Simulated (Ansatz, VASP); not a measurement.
**Ta2N in VASP and in Ansatz**

Contents of INCAR:

```
SYSTEM = Ta2N
ALGO     = Normal         ! electronic algorithm
EDIFF    = 1E-7           ! SCF threshold, eV
ENCUT    = 520            ! plane-wave cutoff, eV
GGA      = PE             ! functional
ISIF     = 2              ! what is computed and relaxed
ISMEAR   = 0              ! smearing method
LASPH    = .TRUE.         ! aspherical terms in the spheres
LCHARG   = .FALSE.        ! write CHGCAR
LREAL    = .FALSE.        ! projectors in reciprocal space
LWAVE    = .FALSE.        ! write WAVECAR
NBANDS   = 50             ! bands
NELM     = 100            ! most SCF steps
PREC     = Accurate       ! precision mode
SIGMA    = 0.1            ! smearing width, eV
```

File KPOINTS:

```
k-points
0
G
  12 12 8
  0 0 0
```

The input POSCAR:

```
Ta2N
1.0
    5.2965720514      0.0000000000      0.0000000000
   -2.6482860257      4.5869659495      0.0000000000
    0.0000000000      0.0000000000      4.9391825701
Ta N
6 3
Direct
    0.6663616700      0.6663616700      0.7536182600
    0.0000000000      0.3336383300      0.7536182600
    0.3336383300      0.0000000000      0.7536182600
    0.3336383300      0.3336383300      0.2463817400
    0.0000000000      0.6663616700      0.2463817400
    0.6663616700      0.0000000000      0.2463817400
    0.6666666700      0.3333333300      0.5000000000
    0.3333333300      0.6666666700      0.5000000000
    0.0000000000      0.0000000000      0.0000000000
```

Input for Ansatz:

```yaml
crystal:
  lattice:
    - [5.2965720514, 0.0, 0.0]
    - [-2.6482860257, 4.5869659495, 0.0]
    - [0.0, 0.0, 4.9391825701]
  atoms:
    - { symbol: Ta, position: [0.66636167, 0.66636167, 0.75361826] }
    - { symbol: Ta, position: [0.0, 0.33363833, 0.75361826] }
    - { symbol: Ta, position: [0.33363833, 0.0, 0.75361826] }
    - { symbol: Ta, position: [0.33363833, 0.33363833, 0.24638174] }
    - { symbol: Ta, position: [0.0, 0.66636167, 0.24638174] }
    - { symbol: Ta, position: [0.66636167, 0.0, 0.24638174] }
    - { symbol: "N", position: [0.66666667, 0.33333333, 0.5] }
    - { symbol: "N", position: [0.33333333, 0.66666667, 0.5] }
    - { symbol: "N", position: [0.0, 0.0, 0.0] }
basis:
  ecutwfc: 420
kpoints:
  mp_grid: { grid: [12, 12, 8] }
hamiltonian:
  xc: pbe
scf:
  occupations: { method: gaussian, width: 0.1 }
output:
  forces: true
  stress: true
  eigenvalues: true
  populations: true
  write_density: true
  write_potential: true
  elf: true
  volumetric_format: npy
```

Alike in both runs: task single point; functional PBE; k mesh 12 × 12 × 8; occupations gaussian, width 0.1 eV; no spin polarisation.

```csv
,VASP,Ansatz
version,VASP 6.6.1,Ansatz 0.2.0
potentials or method,"VASP PAW PBE potentials, release 64 (Ta_pv, N), cutoff 520 eV","scalar-relativistic, plane waves, PAW"
valence electrons in the cell,81,93
```

```csv
,VASP,Ansatz,Ansatz less VASP
gap on the k mesh at the Fermi level (eV),none,none,-
pressure (GPa),3.3,2.9,-0.47
"traceless stress, the component that is largest in VASP (GPa)",0.10,0.12,+0.021
rms of the force components (eV/Å),0.024,0.030,+0.0061
```

Atom by atom the forces differ by 0.007 eV/Å (rms over components). A gap of «none» marks a metal or a gap that the smearing closes. VASP's potentials hold 81 valence electrons a cell and Ansatz's 93, so a difference there can come from the potentials and not from the codes.

Neither program's run includes spin-orbit coupling.
